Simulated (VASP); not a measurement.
Runs of VASP 6.6.1 on Rh. The structure is that of space group P6_3/mmc (No. 194), or close to it. The cells are those of the table. 

```tsv
task	cell	k mesh	cutoff (eV)	gap on the mesh (eV)	pressure (GPa)	relaxed volume (Å³/atom)
single point	a = 2.725, b = 2.725, c = 4.385 Å, angles 90.0, 90.0, 120.0°, 2 atoms	18 × 18 × 10	520	none	(a)	-
single point	a = 2.720, b = 2.720, c = 4.398 Å, angles 90.0, 90.0, 120.0°, 2 atoms	12 × 12 × 4	520	none	(b)	-
relaxation of cell and atoms	relaxed from a = 2.684, b = 2.684, c = 4.383 Å, angles 90.0, 90.0, 120.0°, 2 atoms	12 × 12 × 4	600	none	0.2	14.06
single point	a = 2.684, b = 2.684, c = 4.383 Å, angles 90.0, 90.0, 120.0°, 2 atoms	6 × 6 × 4	520	none	8.6	-
relaxation of cell and atoms	relaxed from a = 2.720, b = 2.720, c = 4.398 Å, angles 90.0, 90.0, 120.0°, 2 atoms	18 × 18 × 10	600	none	0.0	14.09
```

Alike in all rows: level PBE; potentials or basis VASP PAW PBE potentials, release 64 (Rh_pv); no spin polarisation; smearing gaussian 0.1 eV.

**Question.** Fill in the values left out.

**Answer.** (a) 0.1; (b) -0.4.

Caveats: some runs use coarse meshes.

A k mesh can miss the band edges, and the runs leave out spin-orbit coupling on Rh.

A gap of «none» marks levels without a gap at the run's occupations.
